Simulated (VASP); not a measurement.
# SnTe in VASP: settings compared

SnTe is run at these levels: LDA, PBE; tasks: single point.

Everything below comes from runs of VASP 6.6.1. Logs are shortened: lines on timing, memory, paths and dates and some standing lists are left out, and cuts for length are marked.

### Step 1. The cell of the first run

Symmetry: Fm-3m, No. 225, cubic system. The conventional cell has a = 6.302 Å, b = 6.302 Å, c = 6.302 Å, α = 90.00°, β = 90.00°, γ = 90.00°. Within 4.1 Å of Te (site symmetry m-3m) lie 6 Sn at 3.15 Å. Sn (site symmetry m-3m) has 6 Te at 3.15 Å within 4.1 Å.

### Step 2. Single point, LDA, non-collinear spin, zero start, spin-orbit coupling

INCAR

```
PREC = Accurate ; ENCUT = 520
EDIFF = 1E-6 ; ISMEAR = -1
SIGMA = 0.05 ; LREAL = False
LASPH = True ; NELM = 150
ALGO = Normal ; ISIF = 2
LWAVE = False ; LCHARG = True
MAGMOM = 0 0 0 0 0 0 ; LORBIT = 11
LSORBIT = True ; GGA_COMPAT = False
LORBMOM = True ; GGA = CA
LVHAR = True ; NBANDS = 32
```

KPOINTS

```
regular mesh
0
Gamma
  5 5 5
```

POSCAR

```
SnTe
1.0
    0.0000000000      3.1508500000      3.1508500000
    3.1508500000      0.0000000000      3.1508500000
    3.1508500000      3.1508500000      0.0000000000
Te Sn
1 1
Direct
    0.5000000000      0.5000000000      0.5000000000
    0.0000000000      0.0000000000      0.0000000000
```

Potentials or basis: VASP PAW LDA potentials, release 64 (Te, Sn_d).

On the command line:

```bash
$ cat potpaw_LDA.64/Te/POTCAR potpaw_LDA.64/Sn_d/POTCAR > POTCAR
$ mpirun -np 1 vasp_ncl > vasp.out
```

OUTCAR:

```text
PREC = Accurate
   ENCUT = 520
   EDIFF = 1E-6
   ISMEAR = -1
   LREAL = False
   LASPH = True
   NELM = 150
   ISIF = 2
   LORBIT = 11
   LSORBIT = True
   GGA = CA

 ion  position               nearest neighbor table
   1  0.500  0.500  0.500-   2 3.15   2 3.15   2 3.15   2 3.15   2 3.15   2 3.15
   2  0.000  0.000  0.000-   1 3.15   1 3.15   1 3.15   1 3.15   1 3.15   1 3.15

  LATTYP: Found a face centered cubic cell.
 ALAT       =     6.3017000000

  Lattice vectors:

 A1 = (   0.0000000000,   3.1508500000,   3.1508500000)
 A2 = (   3.1508500000,   0.0000000000,   3.1508500000)
 A3 = (   3.1508500000,   3.1508500000,   0.0000000000)

Analysis of symmetry for initial positions (statically):
=====================================================================
 Subroutine PRICEL returns:
 Original cell was already a primitive cell.

 Routine SETGRP: Setting up the symmetry group for a
 face centered cubic supercell.

 Subroutine GETGRP returns: Found 48 space group operations
 (whereof 48 operations were pure point group operations)
 out of a pool of 48 trial point group operations.

The static configuration has the point symmetry O_h .

Analysis of symmetry for dynamics (positions and initial velocities):
=====================================================================
 Subroutine PRICEL returns:
 Original cell was already a primitive cell.

 Routine SETGRP: Setting up the symmetry group for a
 face centered cubic supercell.

 Subroutine GETGRP returns: Found 48 space group operations
 (whereof 48 operations were pure point group operations)
 out of a pool of 48 trial point group operations.

The dynamic configuration has the point symmetry O_h .

Analysis of structural, dynamic, and magnetic symmetry:
=====================================================================
 Subroutine PRICEL returns:
 Original cell was already a primitive cell.

 Routine SETGRP: Setting up the symmetry group for a
 face centered cubic supercell.

 Subroutine GETGRP returns: Found 48 space group operations
 (whereof 48 operations were pure point group operations)
 out of a pool of 48 trial point group operations.

The overall configuration has the point symmetry O_h .

 Subroutine INISYM returns: Found 48 space group operations
 (whereof 48 operations are pure point group operations),
 and found     1 'primitive' translations

[... 512 lines left out ...]
 -----------------------------------------------------------------------------------
    total drift:                               -0.000000      0.000000      0.000000

  FREE ENERGIE OF THE ION-ELECTRON SYSTEM (eV)
  ---------------------------------------------------
  free  energy   TOTEN  =        -8.9822577026 eV

  energy  without entropy=       -8.9818906281  energy(sigma->0) =       -8.98207417

 orbital moment (x)

 # of ion     p       d       tot
 ----------------------------------------
  1         0.000  -0.000  -0.000
  2         0.000   0.000   0.000
 ----------------------------------------
            0.000   0.000   0.000

 orbital moment (y)

 # of ion     p       d       tot
 ----------------------------------------
  1         0.000   0.000   0.000
  2         0.000   0.000   0.000
 ----------------------------------------
            0.000   0.000   0.000

 orbital moment (z)

 # of ion     p       d       tot
 ----------------------------------------
  1         0.000   0.000   0.000
  2         0.000   0.000   0.000
 ----------------------------------------
            0.000   0.000   0.000

 Spin-Orbit-Coupling matrix elements

 Ion:    1  E_soc:     -0.2096003
 l=   1
     0.0000000    -0.0349072    -0.0349072
    -0.0349072     0.0000000    -0.0349072
    -0.0349072    -0.0349072     0.0000000
 l=   2
     0.0000000    -0.0000152     0.0000000    -0.0000152    -0.0000110
    -0.0000152     0.0000000    -0.0000082    -0.0000152    -0.0000027
     0.0000000    -0.0000082     0.0000000    -0.0000082     0.0000000
    -0.0000152    -0.0000152    -0.0000082     0.0000000    -0.0000027
    -0.0000110    -0.0000027     0.0000000    -0.0000027     0.0000000
 l=   3
     0.0000000     0.0000000     0.0000000     0.0000000     0.0000000     0.0000000     0.0000000
     0.0000000     0.0000000     0.0000000     0.0000000     0.0000000     0.0000000     0.0000000
     0.0000000     0.0000000     0.0000000     0.0000000     0.0000000     0.0000000     0.0000000
     0.0000000     0.0000000     0.0000000     0.0000000     0.0000000     0.0000000     0.0000000
     0.0000000     0.0000000     0.0000000     0.0000000     0.0000000     0.0000000     0.0000000
     0.0000000     0.0000000     0.0000000     0.0000000     0.0000000     0.0000000     0.0000000
     0.0000000     0.0000000     0.0000000     0.0000000     0.0000000     0.0000000     0.0000000

 Ion:    2  E_soc:     -0.0989664
 l=   1
     0.0000000    -0.0100943    -0.0100943
    -0.0100943     0.0000000    -0.0100943
    -0.0100943    -0.0100943     0.0000000
 l=   2
     0.0000000    -0.0012661     0.0000000    -0.0012661    -0.0051341
    -0.0012661     0.0000000    -0.0038506    -0.0012661    -0.0012835
     0.0000000    -0.0038506     0.0000000    -0.0038506     0.0000000
    -0.0012661    -0.0012661    -0.0038506     0.0000000    -0.0012835
    -0.0051341    -0.0012835     0.0000000    -0.0012835     0.0000000
 l=   3
     0.0000000     0.0000000     0.0000000     0.0000000     0.0000000     0.0000000     0.0000000
     0.0000000     0.0000000     0.0000000     0.0000000     0.0000000     0.0000000     0.0000000
     0.0000000     0.0000000     0.0000000     0.0000000     0.0000000     0.0000000     0.0000000
     0.0000000     0.0000000     0.0000000     0.0000000     0.0000000     0.0000000     0.0000000
     0.0000000     0.0000000     0.0000000     0.0000000     0.0000000     0.0000000     0.0000000
     0.0000000     0.0000000     0.0000000     0.0000000     0.0000000     0.0000000     0.0000000
     0.0000000     0.0000000     0.0000000     0.0000000     0.0000000     0.0000000     0.0000000

 total charge

# of ion       s       p       d       tot
------------------------------------------
    1        1.397   1.958   0.031   3.386
    2        1.369   0.760   9.982  12.111
--------------------------------------------------
tot          2.766   2.718  10.013  15.497

 magnetization (x)

# of ion       s       p       d       tot
------------------------------------------
    1        0.000  -0.000   0.000  -0.000
    2        0.000   0.000   0.000   0.000
--------------------------------------------------
tot          0.000  -0.000   0.000   0.000

 magnetization (y)

# of ion       s       p       d       tot
------------------------------------------
    1        0.000   0.000   0.000   0.000
    2       -0.000   0.000  -0.000  -0.000
--------------------------------------------------
tot         -0.000   0.000  -0.000   0.000

 magnetization (z)

# of ion       s       p       d       tot
------------------------------------------
    1       -0.000  -0.000  -0.000  -0.000
    2       -0.000  -0.000   0.000  -0.000
--------------------------------------------------
tot         -0.000  -0.000   0.000  -0.000
```

It took 64 s on 1 thread of Intel Xeon 8259CL, shared host; peak memory 0.29 GiB.

What came out:

```
Free energy                                           : -8.9823 eV
Pressure                                              : -1.5 GPa
Net moment                                            : 0.00 μB per cell
Valence electrons inside the program's atomic spheres : Te 3.39; Sn 12.11
```

Moments on the atoms (μB; x, y, z):
```
Te  0.00 0.00 0.00
Sn  0.00 0.00 0.00
```

Caveat: this odd mesh misses L, so gap, dielectric constants and Born charges aren't listed.

### Step 3. Single point, PBE (32.53 Å³/atom)

This run uses another cell than the first one, of 32.53 Å³/atom.

INCAR

```
ALGO = Normal
EDIFF = 1E-7
ENCUT = 520
GGA = PE
ISIF = 2
ISMEAR = -1
LASPH = True
LCHARG = False
LREAL = False
LWAVE = False
NBANDS = 17
NELM = 80
PREC = Accurate
SIGMA = 0.05
```

KPOINTS

```
k-points
0
Gamma
  7 7 7
```

POSCAR

```
SnTe
1.0
    0.0000000000      3.1923133075      3.1923133075
    3.1923133075      0.0000000000      3.1923133075
    3.1923133075      3.1923133075      0.0000000000
Te Sn
1 1
Direct
    0.5000000000      0.5000000000      0.5000000000
    0.0000000000      0.0000000000      0.0000000000
```

Potentials or basis: VASP PAW PBE potentials, release 64 (Te, Sn_d).

On the command line:

```bash
$ cat potpaw_PBE.64/Te/POTCAR potpaw_PBE.64/Sn_d/POTCAR > POTCAR
$ mpirun -np 1 vasp_std > vasp.out
```

Run time: 50 s. Hardware: 1 thread of Intel Xeon 8259CL, shared host; peak memory 0.21 GiB.

It converged, with:

```yaml
Free_energy: -7.5677 eV
Pressure: 0.4 GPa
```

Levels at points of the mesh, in eV from the Fermi level:
| k point | band 8 | band 9 | band 10 | band 11 | band 12 | band 13 |
| --- | --- | --- | --- | --- | --- | --- |
| (0.00, 0.00, 0.00) | -2.09 | -2.09 | -2.09 | 3.22 | 3.22 | 3.22 |

Caveat: this odd mesh misses L, so gap, dielectric constants and Born charges aren't listed; spin-orbit coupling is left out, which moves the levels of the heavy elements.

### Step 4. Single point, PBE (atoms moved at random)

INCAR

```
  PREC = Accurate
  ENCUT = 520
  EDIFF = 1E-7
  ISMEAR = -1
  SIGMA = 0.05
  LREAL = False
  LASPH = True
  NELM = 60
  ALGO = Normal
  ISIF = 2
  LWAVE = False
  LCHARG = False
  GGA = PE
  NBANDS = 17
```

KPOINTS

```
regular mesh
0
Gamma
  7 7 7
```

POSCAR

```
SnTe
1.0
    0.0000000000      3.1508500000      3.1508500000
    3.1508500000      0.0000000000      3.1508500000
    3.1508500000      3.1508500000      0.0000000000
Te Sn
1 1
Direct
    0.5104120000      0.4941380000      0.5059000000
    0.0035920000     -0.0098350000     -0.0035280000
```

On the command line:

```bash
$ cat potpaw_PBE.64/Te/POTCAR potpaw_PBE.64/Sn_d/POTCAR > POTCAR
$ mpirun -np 1 vasp_std > vasp.out
```

Run time: 5.2 min. Hardware: 1 thread of Intel Xeon 8259CL, shared host; peak memory 0.34 GiB.

The run converged. Its results:

```
Free energy            : -7.5466 eV
Pressure               : 2.3 GPa
Largest force          : 0.023 eV/Å
Band gap on the k mesh : 0.66 eV
```

Forces on the atoms (eV/Å):
```
Te  -0.013 -0.016 -0.010
Sn   0.013  0.016  0.010
```

Levels at points of the mesh, in eV from the valence-band top:
| k point | band 8 | band 9 | band 10 | band 11 | band 12 | band 13 |
| --- | --- | --- | --- | --- | --- | --- |
| (0.00, 0.00, 0.00) | -1.91 | -1.91 | -1.89 | 3.54 | 3.58 | 3.59 |

Caveat: the cell differs from its parent crystal (atoms moved at random); spin-orbit coupling is left out, which moves the levels of the heavy elements; an odd mesh through Γ misses points on the zone boundary, where band edges can lie.

### Step 5. The runs side by side

```tsv
level	potentials or basis	spin	cell	k mesh	pressure (GPa)
LDA	VASP PAW LDA potentials, release 64 (Te, Sn_d)	non-collinear, zero start, SOC	a = 4.456 Å, angles 60.0°, 2 atoms, atomic positions A	5 × 5 × 5	-1.5
PBE	VASP PAW PBE potentials, release 64 (Te, Sn_d)	off	a = 4.515 Å, angles 60.0°, 2 atoms, atomic positions A	7 × 7 × 7	0.4
PBE	VASP PAW PBE potentials, release 64 (Te, Sn_d)	off	a = 4.456 Å, angles 60.0°, 2 atoms, atomic positions B	7 × 7 × 7	2.3
```

Alike in all rows: task single point; cutoff (eV) 520; smearing fermi-dirac 0.05 eV.

Caveats: spin-orbit coupling is left out, which moves the levels of the heavy elements (at least some runs); an odd mesh through Γ misses points on the zone boundary, where band edges can lie (at least some runs).

Absolute energies hang on the potentials; compare differences alone.
